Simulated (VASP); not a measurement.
# MgO (Periclase) (Fm-3m) in VASP: a series of runs

MgO (Periclase) is run at these levels: LDA; tasks: single point.

All numbers are computed with VASP 6.6.1; they aren't measurements. Logs are shortened: lines on timing, memory, paths and dates and some standing lists are left out, and cuts for length are marked.

**Measured values to compare with.**

From “Electronic structure of alkaline earth and post-transition metal oxides”, 2009, arxiv:0908.1581, for a bulk crystal of MgO: band gap 7.83 eV.

The runs below are set against these values where they give the same quantity.

### 1 The cell of the first run

It takes space group Fm-3m (No. 225, cubic). Conventional cell: a = 4.131 Å, b = 4.131 Å, c = 4.131 Å, α = 90.00°, β = 90.00°, γ = 90.00°. Mg (site symmetry m-3m) has 6 O at 2.07 Å within 2.7 Å. O (site symmetry m-3m) has 6 Mg at 2.07 Å within 2.7 Å.

### 2 Single point, LDA

The input, INCAR:

```
SYSTEM = MgO
PREC = Accurate ; ENCUT = 600
EDIFF = 1E-6 ; ISMEAR = 0
SIGMA = 0.01 ; LREAL = .FALSE.
LASPH = .TRUE. ; NELM = 120
ALGO = Normal ; ISIF = 2
LWAVE = .FALSE. ; LCHARG = .FALSE.
GGA = CA ; NBANDS = 11
GGA_COMPAT = .FALSE.
```

The input, KPOINTS:

```
regular mesh
0
G
  8 8 8
  0 0 0
```

The input, POSCAR:

```
MgO
1.0
    0.0000000000      2.0654573102      2.0654573102
    2.0654573102      0.0000000000      2.0654573102
    2.0654573102      2.0654573102      0.0000000000
Mg O
1 1
Direct
    0.0000000000      0.0000000000      0.0000000000
    0.5000000000      0.5000000000      0.5000000000
```

Potentials or basis: VASP PAW LDA potentials, release 64 (Mg, O).

Launch:

```sh
> cat potpaw_LDA.64/Mg/POTCAR potpaw_LDA.64/O/POTCAR > POTCAR
> mpirun -np 1 vasp_std > vasp.out
```

OUTCAR:

```text
SYSTEM = MgO
   PREC = Accurate
   ENCUT = 600
   EDIFF = 1E-6
   ISMEAR = 0
   LREAL = .FALSE.
   LASPH = .TRUE.
   NELM = 120
   ISIF = 2
   GGA = CA

 ion  position               nearest neighbor table
   1  0.000  0.000  0.000-   2 2.07   2 2.07   2 2.07   2 2.07   2 2.07   2 2.07
   2  0.500  0.500  0.500-   1 2.07   1 2.07   1 2.07   1 2.07   1 2.07   1 2.07

  LATTYP: Found a face centered cubic cell.
 ALAT       =     4.1309146204

  Lattice vectors:

 A1 = (   0.0000000000,   2.0654573102,   2.0654573102)
 A2 = (   2.0654573102,   0.0000000000,   2.0654573102)
 A3 = (   2.0654573102,   2.0654573102,   0.0000000000)

Analysis of symmetry for initial positions (statically):
=====================================================================
 Subroutine PRICEL returns:
 Original cell was already a primitive cell.

 Routine SETGRP: Setting up the symmetry group for a
 face centered cubic supercell.

 Subroutine GETGRP returns: Found 48 space group operations
 (whereof 48 operations were pure point group operations)
 out of a pool of 48 trial point group operations.

The static configuration has the point symmetry O_h .

Analysis of symmetry for dynamics (positions and initial velocities):
=====================================================================
 Subroutine PRICEL returns:
 Original cell was already a primitive cell.

 Routine SETGRP: Setting up the symmetry group for a
 face centered cubic supercell.

 Subroutine GETGRP returns: Found 48 space group operations
 (whereof 48 operations were pure point group operations)
 out of a pool of 48 trial point group operations.

The dynamic configuration has the point symmetry O_h .

 Subroutine INISYM returns: Found 48 space group operations
 (whereof 48 operations are pure point group operations),
 and found     1 'primitive' translations

----------------------------------------------------------------------------------------

                                     Primitive cell

  volume of cell :      17.6230

  direct lattice vectors                    reciprocal lattice vectors
     0.000000000  2.065457310  2.065457310    -0.242077141  0.242077141  0.242077141
     2.065457310  0.000000000  2.065457310     0.242077141 -0.242077141  0.242077141
     2.065457310  2.065457310  0.000000000     0.242077141  0.242077141 -0.242077141

  length of vectors
     2.920997741  2.920997741  2.920997741     0.419289907  0.419289907  0.419289907

  position of ions in fractional coordinates (direct lattice)
     0.000000000  0.000000000  0.000000000
     0.500000000  0.500000000  0.500000000

  ion indices of the primitive-cell ions
   primitive index   ion index
                 1           1
                 2           2

----------------------------------------------------------------------------------------

 KPOINTS: regular mesh

Automatic generation of k-mesh.
 Grid dimensions read from file:
 generate k-points for:    8    8    8

 Generating k-lattice:

  Cartesian coordinates                     Fractional coordinates (reciprocal lattice)
    -0.030259643  0.030259643  0.030259643     0.125000000  0.000000000  0.000000000
     0.030259643 -0.030259643  0.030259643     0.000000000  0.125000000  0.000000000
     0.030259643  0.030259643 -0.030259643     0.000000000  0.000000000  0.125000000

  Length of vectors
     0.052411238  0.052411238  0.052411238

  Shift w.r.t. Gamma in fractional coordinates (k-lattice)
     0.000000000  0.000000000  0.000000000

 Subroutine IBZKPT returns following result:
 ===========================================

 Found     29 irreducible k-points:

 Following reciprocal coordinates:
            Coordinates               Weight
  0.000000  0.000000  0.000000      1.000000
  0.125000  0.000000  0.000000      8.000000
  0.250000  0.000000  0.000000      8.000000
  0.375000  0.000000  0.000000      8.000000
  0.500000  0.000000  0.000000      4.000000
  0.125000  0.125000  0.000000      6.000000
[... 16 lines left out ...]
  0.500000  0.250000  0.125000     48.000000
 -0.375000  0.250000  0.125000     24.000000
 [... further k-points ...]
   k-points           NKPTS =     29   k-points in BZ     NKDIM =     29   number of bands    NBANDS=     11
   number of dos      NEDOS =    301   number of ions     NIONS =      2
   total plane-waves  NPLWV =  13824
   dimension x,y,z NGX =    24 NGY =   24 NGZ =   24
   dimension x,y,z NGXF=    48 NGYF=   48 NGZF=   48
   ions per type =               1   1
   NGX,Y,Z   is equivalent  to a cutoff of  13.66, 13.66, 13.66 a.u.
   NGXF,Y,Z  is equivalent  to a cutoff of  27.32, 27.32, 27.32 a.u.
 SYSTEM =  MgO
   PREC   = accura    normal or accurate (medium, high low for compatibility)
   ISTART =      0    job   : 0-new  1-cont  2-samecut
   ICHARG =      2    charge: 1-file 2-atom 10-const
   ISPIN  =      1    spin polarized calculation?
   LNONCOLLINEAR =      F non collinear calculations
   LSORBIT =      F    spin-orbit coupling
   LASPH  =      T    aspherical Exc in radial PAW
   ENCUT  =  600.0 eV  44.10 Ry    6.64 a.u.   5.83  5.83  5.83*2*pi/ulx,y,z
   NELM   =    120;   NELMIN=  2; NELMDL= -5     # of ELM steps
   EDIFF  = 0.1E-05   stopping-criterion for ELM
   LREAL  =      F    real-space projection
   EDIFFG = 0.1E-04   stopping-criterion for IOM
   NSW    =      0    number of steps for IOM
   IBRION =     -1    ionic relax: 0-MD 1-quasi-New 2-CG
   NFREE  =      0    steps in history (QN), initial steepest desc. (CG)
   ISIF   =      2    stress and relaxation
   ISYM   =      2    0-nonsym 1-usesym 2-fastsym
   POTIM  = 0.5000    time-step for ionic-motion
   TEBEG  =    0.0;   TEEND  =   0.0 temperature during run
   PSTRESS=    0.0 pullay stress
   NELECT =       8.0000    total number of electrons
   NUPDOWN=      -1.0000    fix difference up-down
   EMIN   =  10.00;   EMAX   =-10.00  energy-range for DOS
   EFERMI =   0.00;   METHOD = LEGACY
   ISMEAR =     0;   SIGMA  =   0.01  broadening in eV -4-tet -1-fermi 0-gaus
   EFERMI_NEDOS =   21; number of points for ismear=-14 and -15
   IALGO  =     38    algorithm
   IMIX   =      4    mixing-type and parameters
     AMIX     =   0.40;   BMIX     =  1.00
     AMIX_MAG =   1.60;   BMIX_MAG =  1.00
  volume/ion in A,a.u.               =       8.81        59.46
  Fermi-wavevector in a.u.,A,eV,Ry     =   1.258187  2.377629 21.538500  1.583035
  Thomas-Fermi vector in A             =   2.391809
   LORBIT       =      0    0 simple, 1 ext, 2 COOP (PROOUT), +10 PAW based schemes
   GGA     = CA    functional components
   LHFCALC =     F    Hartree Fock is set to
   AEXX    =    0.0000 exact exchange contribution
   IVDW    =     0    specifies the selected vdW correction
   LEPSILON=     F    determine dielectric tensor
   LRPA    =     F    only Hartree local field effects (RPA)
 non-spin polarized calculation
 Gauss-broadening in eV      SIGMA  =   0.01
  energy-cutoff  :      600.00
  volume of cell :       17.62
 maximum number of plane-waves:       609
   NGX = 11   NGY = 11   NGZ = 11

 number of electron       7.9999998 magnetization

 Free energy of the ion-electron system (eV)
  ---------------------------------------------------
  ext. energy  EPLUGINS =         0.00000000
  ---------------------------------------------------
  free energy    TOTEN  =       -13.44760357 eV

  energy without entropy =      -13.44760357  energy(sigma->0) =      -13.44760357

 E-fermi :   3.4433     XC(G=0): -11.8762

 val. band max:        3.3353386866   @ k =   0.0000   0.0000   0.0000
 cond. band min:       8.5841057122   @ k =   0.0000   0.0000   0.0000
 fundamental gap:      5.2487670256
 Fermi energy:         3.4433246878

 k-point     1 :       0.0000    0.0000    0.0000
  band No.  band energies     occupation
      1     -13.9824      2.00000
      2       3.3353      2.00000
      3       3.3353      2.00000
      4       3.3353      2.00000
      5       8.5841      0.00000
      6      19.1796      0.00000
      7      19.1796      0.00000
      8      19.1796      0.00000
      9      23.3595      0.00000
     10      25.0768      0.00000
     11      25.0768      0.00000

 k-point     2 :       0.1250    0.0000    0.0000
  band No.  band energies     occupation
      1     -13.7948      2.00000
      2       2.3490      2.00000
      3       3.2190      2.00000
      4       3.2190      2.00000
      5       9.4803      0.00000
      6      17.5112      0.00000
      7      19.5731      0.00000
      8      19.5731      0.00000
      9      24.1771      0.00000
     10      24.1771      0.00000
     11      25.6561      0.00000

 k-point     3 :       0.2500    0.0000    0.0000
  band No.  band energies     occupation
      1     -13.3025      2.00000
      2       0.5284      2.00000
      3       2.9509      2.00000
      4       2.9509      2.00000
      5      10.8599      0.00000
      6      16.0571      0.00000
      7      20.1749      0.00000
      8      20.1749      0.00000
      9      23.7843      0.00000
     10      23.7843      0.00000
     11      25.9509      0.00000

 k-point     4 :       0.3750    0.0000    0.0000
  band No.  band energies     occupation
      1     -12.7366      2.00000
      2      -1.0157      2.00000
      3       2.6996      2.00000
      4       2.6996      2.00000
      5      11.4144      0.00000
      6      16.0742      0.00000
      7      20.0876      0.00000
      8      20.0876      0.00000
      9      25.1211      0.00000
     10      25.1235      0.00000
     11      25.1235      0.00000
[... 239 lines left out ...]
 k-point    22 :       0.3750    0.2500    0.1250
  band No.  band energies     occupation
      1     -12.9482      2.00000
      2       0.1393      2.00000
      3       2.0753      2.00000
      4       2.6524      2.00000
      5      12.3035      0.00000
      6      14.8337      0.00000
      7      18.7702      0.00000
      8      21.2519      0.00000
      9      21.6988      0.00000
     10      26.1403      0.00000
     11      29.7857      0.00000

 k-point    23 :       0.5000    0.2500    0.1250
  band No.  band energies     occupation
      1     -12.5009      2.00000
      2      -0.6360      2.00000
      3       1.4506      2.00000
      4       2.3761      2.00000
      5      13.1646      0.00000
      6      15.1966      0.00000
      7      17.6132      0.00000
      8      20.8813      0.00000
      9      23.3622      0.00000
     10      26.1834      0.00000
     11      29.9525      0.00000

 k-point    24 :      -0.3750    0.2500    0.1250
  band No.  band energies     occupation
      1     -12.2992      2.00000
      2      -0.9744      2.00000
      3       1.2279      2.00000
      4       2.2471      2.00000
      5      13.2495      0.00000
      6      15.8786      0.00000
      7      17.1735      0.00000
      8      20.6420      0.00000
      9      24.2782      0.00000
     10      25.8544      0.00000
     11      30.0636      0.00000

 [... further k-points ...]
[... 5 lines left out ...]
  --------------------------------------------------------------------------------------
  -------------------------------------------------------------------------------------
  Total        0.1883270      0.1883270      0.1883270     -0.0000000      0.0000000      0.0000000
  in kB       17.1216026     17.1216026     17.1216026     -0.0000000      0.0000000      0.0000000
  external PRESSURE =      17.1216026 kB  Pullay stress =       0.0000000 kB

 VOLUME and BASIS-vectors are now :
 -----------------------------------------------------------------------------
  energy-cutoff  :      600.00
  volume of cell :       17.62
      direct lattice vectors                 reciprocal lattice vectors
     0.000000000  2.065457310  2.065457310    -0.242077141  0.242077141  0.242077141
     2.065457310  0.000000000  2.065457310     0.242077141 -0.242077141  0.242077141
     2.065457310  2.065457310  0.000000000     0.242077141  0.242077141 -0.242077141

 POSITION                                       TOTAL-FORCE (eV/Angst)
 -----------------------------------------------------------------------------------
      0.00000      0.00000      0.00000        -0.000000     -0.000000     -0.000000
      2.06546      2.06546      2.06546         0.000000      0.000000      0.000000
 -----------------------------------------------------------------------------------
    total drift:                               -0.000000     -0.000000      0.000000

  FREE ENERGIE OF THE ION-ELECTRON SYSTEM (eV)
  ---------------------------------------------------
  free  energy   TOTEN  =       -13.4476035745 eV

  energy  without entropy=      -13.4476035745  energy(sigma->0) =      -13.44760357
```

It took 4.9 s on 1 thread of Intel Xeon 8259CL, shared host; peak memory 0.13 GiB.

What came out:

```yaml
Free_energy: -13.4476 eV
Pressure: 1.7 GPa
Band_gap_on_the_k_mesh: 5.25 eV, direct
```

Levels at points of the mesh, in eV from the valence-band top:
| k point | band 1 | band 2 | band 3 | band 4 | band 5 | band 6 | band 7 | band 8 |
| --- | --- | --- | --- | --- | --- | --- | --- | --- |
| (0.00, 0.00, 0.00) | -17.32 | 0.00 | 0.00 | 0.00 | 5.25 | 15.84 | 15.84 | 15.84 |
| (0.50, 0.00, 0.00) | -15.81 | -4.96 | -0.74 | -0.74 | 8.11 | 13.06 | 16.60 | 16.60 |
| (0.50, 0.50, 0.00) | -15.52 | -4.40 | -1.46 | -1.46 | 8.94 | 10.35 | 13.52 | 19.53 |

### 3 Single point, LDA

This run uses another cell than the first one, of 9.00 Å³/atom, 1.021 times its volume.

The input, INCAR:

```
SYSTEM = MgO
PREC = Accurate
ENCUT = 600
EDIFF = 1E-6
ISMEAR = 0
SIGMA = 0.01
LREAL = .False.
LASPH = .True.
NELM = 120
ALGO = Normal
ISIF = 2
LWAVE = .False.
LCHARG = .False.
GGA = CA
NBANDS = 11
GGA_COMPAT = .False.
```

The input, KPOINTS:

```
regular mesh
0
Gamma
  8 8 8
  0 0 0
```

The input, POSCAR:

```
MgO
1.0
    0.0000000000      2.0800032635      2.0800032635
    2.0800032635      0.0000000000      2.0800032635
    2.0800032635      2.0800032635      0.0000000000
Mg O
1 1
Direct
    0.0000000000      0.0000000000      0.0000000000
    0.5000000000      0.5000000000      0.5000000000
```

Potentials or basis: VASP PAW LDA potentials, release 64 (Mg, O).

Launch:

```sh
> cat potpaw_LDA.64/Mg/POTCAR potpaw_LDA.64/O/POTCAR > POTCAR
> mpirun -np 1 vasp_std > vasp.out
```

It took 6.2 s on 1 thread of Intel Xeon 8259CL, shared host; peak memory 0.13 GiB.

Results (log left out):

| Quantity | Value |
| --- | --- |
| Free energy | -13.4480 eV |
| Pressure | -2.1 GPa |
| Band gap on the k mesh | 5.03 eV, direct |

Levels at points of the mesh, in eV from the valence-band top:
| k point | band 1 | band 2 | band 3 | band 4 | band 5 | band 6 | band 7 | band 8 |
| --- | --- | --- | --- | --- | --- | --- | --- | --- |
| (0.00, 0.00, 0.00) | -17.20 | 0.00 | 0.00 | 0.00 | 5.03 | 15.73 | 15.73 | 15.73 |
| (0.50, 0.00, 0.00) | -15.75 | -4.87 | -0.71 | -0.71 | 7.97 | 12.82 | 16.38 | 16.38 |
| (0.50, 0.50, 0.00) | -15.46 | -4.31 | -1.43 | -1.43 | 8.93 | 10.11 | 13.29 | 19.20 |

### 4 Single point, LDA

This run uses another cell than the first one, of 9.19 Å³/atom, 1.043 times its volume.

The input, INCAR:

```
SYSTEM = MgO
ALGO     = Normal         ! electronic algorithm
EDIFF    = 1E-6           ! SCF threshold, eV
ENCUT    = 600            ! plane-wave cutoff, eV
GGA_COMPAT= .FALSE.      
ISIF     = 2              ! what is computed and relaxed
ISMEAR   = 0              ! smearing method
LASPH    = .TRUE.         ! aspherical terms in the spheres
LCHARG   = .FALSE.        ! write CHGCAR
LREAL    = .FALSE.        ! projectors in reciprocal space
LWAVE    = .FALSE.        ! write WAVECAR
NBANDS   = 11             ! bands
NELM     = 120            ! most SCF steps
PREC     = Accurate       ! precision mode
SIGMA    = 0.01           ! smearing width, eV
```

The input, KPOINTS:

```
k-points
0
G
  8 8 8
  0 0 0
```

The input, POSCAR:

```
MgO
1.0
    0.0000000000      2.0943485669      2.0943485669
    2.0943485669      0.0000000000      2.0943485669
    2.0943485669      2.0943485669      0.0000000000
Mg O
1 1
Direct
    0.0000000000      0.0000000000      0.0000000000
    0.5000000000      0.5000000000      0.5000000000
```

Launch:

```sh
> cat potpaw_LDA.64/Mg/POTCAR potpaw_LDA.64/O/POTCAR > POTCAR
> mpirun -np 1 vasp_std > vasp.out
```

Wall time 4.9 s (1 thread of Intel Xeon 8259CL, shared host); peak memory 0.13 GiB.

It converged, with:

```
Free energy            : -13.4402 eV
Pressure               : -5.4 GPa
Band gap on the k mesh : 4.82 eV, direct
```

Levels at points of the mesh, in eV from the valence-band top:
```
           k point  band 1  band 2  band 3  band 4  band 5  band 6  band 7  band 8
(0.00, 0.00, 0.00)  -17.09    0.00    0.00    0.00    4.82   15.62   15.62   15.62
(0.50, 0.00, 0.00)  -15.69   -4.77   -0.68   -0.68    7.84   12.59   16.17   16.17
(0.50, 0.50, 0.00)  -15.42   -4.22   -1.40   -1.40    8.91    9.88   13.07   18.89
```

As with any semilocal functional, this LDA gap is likely too small.

(Part 1 of 2 ends here.)
